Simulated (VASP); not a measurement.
Input of a VASP 6.6.1 run:

Contents of INCAR:

```
  PREC = Accurate
  ENCUT = 520
  EDIFF = 1E-6
  ISMEAR = 0
  SIGMA = 0.02
  LREAL = Auto
  LASPH = True
  NELM = 100
  ALGO = Normal
  ISIF = 2
  LWAVE = False
  LCHARG = False
  GGA = PE
  NELECT = 278.0
  NBANDS = 159
```

The input KPOINTS:

```
Automatic mesh
0
Gamma
  2 2 2
  0.5 0.5 0.5
```

POSCAR

```
Zn15S16
1.0
   -5.4423086028      5.4423086028     -5.4423086028
    5.4423086028      5.4423086028      5.4423086028
    5.4423086028     -5.4423086028     -5.4423086028
Zn S
15 16
Direct
    0.2478226794      0.7500000088     -0.0095863730
   -0.0074089882      0.0021773848      0.0021773848
    0.7521773017      0.2425908923      0.0021772929
    0.2478226794     -0.0095863730      0.7500000088
    0.5000000365      0.4978226517     -0.0095863730
    0.0000000000      0.2500000642      0.7500000088
    0.7404135440      0.7500000088      0.4978226517
    0.5000000365     -0.0095863730      0.4978226517
    0.7404135440      0.4978226517      0.7500000088
    0.0000000000      0.7500000088      0.2500000642
    0.2595863453      0.2574090523      0.5095864094
    0.0074089882      0.5095864094      0.5095864094
    0.7521773017      0.0021772929      0.2425908923
    0.4999999446      0.2499999723      0.2499999723
    0.2595863453      0.5095864094      0.2574090523
    0.2558201127      0.7500000088      0.7500000088
   -0.0012389963      0.9997311614      0.7500000088
    0.5000000365      0.7500000088      0.5058200850
    0.7497311891      0.2487609761      0.7500000088
    0.2502687921      0.9990298046      0.5002688562
    0.5000000365      0.5058200850      0.7500000088
    0.0012389963      0.2512390604      0.5009702130
    0.7497311891      0.7500000088      0.2487609761
    0.5000000365      0.9997311614      0.2487609761
    0.7490297404      0.5002688562      0.5002688562
   -0.0012390881      0.7500000088     -0.0002688197
    0.2509701488      0.2512390604      0.2512390604
    0.0012389963      0.5009702130      0.2512390604
    0.7441798684      0.9941798407     -0.0058201404
    0.4999999446      0.2487608842     -0.0002689116
    0.2502688839      0.5002688562     -0.0009701765
```

Potentials or basis: VASP PAW PBE potentials, release 64 (Zn, S).

Launch:

```bash
$ cat potpaw_PBE.64/Zn/POTCAR potpaw_PBE.64/S/POTCAR > POTCAR
$ mpirun -np 1 vasp_std > vasp.out
```

Task: Predict the largest force.

Result: 0.022 eV/Å.

Forces on the atoms (eV/Å):
```
Zn   0.005 -0.005  0.009
Zn   0.009  0.005 -0.005
Zn   0.005  0.005 -0.009
Zn   0.005 -0.009  0.005
Zn  -0.009 -0.005 -0.005
Zn   0.000  0.000  0.000
Zn  -0.005  0.005  0.009
Zn  -0.009  0.005  0.005
Zn  -0.005 -0.009 -0.005
Zn   0.000  0.000  0.000
Zn  -0.005 -0.005 -0.009
Zn   0.009 -0.005  0.005
Zn   0.005  0.009 -0.005
Zn   0.000  0.000  0.000
Zn  -0.005  0.009  0.005
S   -0.013  0.013 -0.013
S   -0.013  0.010 -0.013
S    0.013 -0.013 -0.013
S    0.013  0.010  0.013
S    0.013  0.013  0.010
S    0.013  0.013  0.013
S   -0.013 -0.010  0.013
S    0.013 -0.013 -0.010
S    0.010 -0.013 -0.013
S   -0.010  0.013 -0.013
S   -0.013  0.013 -0.010
S   -0.010 -0.013  0.013
S   -0.013 -0.013  0.010
S   -0.013 -0.013  0.013
S    0.010  0.013  0.013
S    0.013 -0.010 -0.013
```

Caveat: the cell carries a net charge on a neutralising background, which shifts energy and pressure.
